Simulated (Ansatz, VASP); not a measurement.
# Two plane-wave programs on AlNi

INCAR

```
SYSTEM = AlNi
PREC = Accurate ; ENCUT = 520
EDIFF = 1E-6 ; ISMEAR = 0
SIGMA = 0.15 ; LREAL = .False.
LASPH = .True. ; NELM = 80
ALGO = Normal ; ISIF = 2
LWAVE = .False. ; LCHARG = .True.
GGA = PS ; LELF = .True.
LVHAR = .True. ; NBANDS = 14
```

KPOINTS

```
regular mesh
0
Gamma
  16 16 16
  0 0 0
```

Contents of POSCAR:

```
AlNi
1.0
    2.9096158249      0.0000000000      0.0000000000
    0.0000000000      2.9096158249      0.0000000000
    0.0000000000      0.0000000000      2.9096158249
Al Ni
1 1
Direct
    0.0000000000      0.0000000000      0.0000000000
    0.5000000000      0.5000000000      0.5000000000
```

Input for Ansatz:

```yaml
crystal:
  lattice:
    - [2.9096158249, 0.0, 0.0]
    - [0.0, 2.9096158249, 0.0]
    - [0.0, 0.0, 2.9096158249]
  atoms:
    - { symbol: Al, position: [0.0, 0.0, 0.0] }
    - { symbol: Ni, position: [0.5, 0.5, 0.5] }
basis:
  ecutwfc: 520.0
kpoints:
  mp_grid: { grid: [16, 16, 16] }
hamiltonian:
  xc: pbesol
  pseudopotentials: { kind: paw, azcp: { folder: soft_1 } }
scf:
  occupations: { method: gaussian, width: 0.15 }
output:
  forces: true
  stress: true
  eigenvalues: true
```

Change from the starting cell: mode 6 frozen in at +0.000 Å, equal normal strain along x, y and z +0.0167.

Alike in both runs: task single point; functional PBEsol; k mesh 16 × 16 × 16; occupations gaussian, width 0.15 eV; no spin polarisation.

|  | VASP | Ansatz |
| --- | --- | --- |
| version | VASP 6.6.1 | Ansatz 0.2.0 |
| potentials or method | VASP PAW PBE potentials, release 64 (Al, Ni), cutoff 520 eV | scalar-relativistic, plane waves, PAW |
| valence electrons in the cell | 13 | 21 |

|  | VASP | Ansatz | Ansatz less VASP |
| --- | --- | --- | --- |
| gap on the k mesh at the Fermi level (eV) | none | none | - |
| pressure (GPa) | -7.5 | -7.7 | -0.17 |

VASP's potentials were made for PBE, not for PBEsol, and Ansatz warns of the same on its side. A gap of «none» marks a metal or a gap that the smearing closes. With one functional, cell and mesh, what is left measures potentials, basis and numerics. VASP's potentials hold 13 valence electrons a cell and Ansatz's 21, so a difference there can come from the potentials and not from the codes.
